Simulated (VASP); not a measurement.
A run of VASP 6.6.1:

Contents of INCAR:

```
SYSTEM = TiAl2N3
PREC = Accurate ; ENCUT = 520
EDIFF = 1E-7 ; ISMEAR = 0
SIGMA = 0.1 ; LREAL = .False.
LASPH = .True. ; NELM = 150
ALGO = Normal ; ISIF = 2
LWAVE = .False. ; LCHARG = .False.
ISPIN = 2 ; MAGMOM = 1 0 0 0 0 0
LORBIT = 11 ; LMAXMIX = 4
GGA = PE ; NBANDS = 30
```

Contents of KPOINTS:

```
Automatic mesh
0
Gamma
  8 8 8
  0 0 0
```

Contents of POSCAR:

```
TiAl2N3
1.0
   -1.6509008200      1.6509008200      7.0041790000
    1.6509008200     -1.6509008200      7.0041790000
    1.6509008200      1.6509008200     -7.0041790000
Ti Al N
1 2 3
Direct
    0.0000000000      0.0000000000      0.0000000000
    0.6666666700      0.6666666700      0.0000000000
    0.3333333300      0.3333333300      0.0000000000
    0.5000000000      0.5000000000      0.0000000000
    0.8333333300      0.8333333300      0.0000000000
    0.1666666700      0.1666666700      0.0000000000
```

Potentials or basis: VASP PAW PBE potentials, release 64 (Ti_sv, Al, N).

Run with:

```bash
$ cat potpaw_PBE.64/Ti_sv/POTCAR potpaw_PBE.64/Al/POTCAR potpaw_PBE.64/N/POTCAR > POTCAR
$ mpirun -np 1 vasp_std > vasp.out
```

Hardware: 1 thread of AMD EPYC 7R43 64-Core Processor (Zen 3) (shared host).

Problem. Estimate the wall time of this run.

Solution. Run time: 24 min on 1 thread of AMD EPYC 7R43 64-Core Processor (Zen 3), on a shared host, peak memory 0.65 GiB. Counts: scf iterations 22, k points 59.
